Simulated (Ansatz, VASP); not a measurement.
## Au in VASP and in Ansatz

```
CELL_PARAMETERS angstrom
2.55607 0.00000 0.00000
0.00000 2.55607 0.00000
0.00000 0.00000 2.55607
ATOMIC_POSITIONS crystal
Au 0.00000 0.00000 0.00000
```

Alike in both runs: task single point; functional LDA; k mesh 13 × 13 × 13; occupations fermi-dirac, width 0.1 eV; no spin polarisation.

|  | VASP | Ansatz |
| --- | --- | --- |
| version | VASP 6.6.1 | Ansatz 0.2.0 |
| potentials or method | VASP PAW LDA potentials, release 64 (Au), cutoff 520 eV | plane waves (420 eV) with PAW, scalar-relativistic |
| valence electrons in the cell | 11 | 19 |

|  | VASP | Ansatz | Ansatz less VASP |
| --- | --- | --- | --- |
| pressure (GPa) | 27.7 | 27.0 | -0.72 |

Ansatz warns that its potentials were made for another functional, while VASP's fit it. LDA's correlation is that of Perdew and Zunger in VASP and of Perdew and Wang (1992) in Ansatz. VASP's potentials hold 11 valence electrons a cell and Ansatz's 19, so a difference there can come from the potentials and not from the codes.

Neither program's run includes spin-orbit coupling.
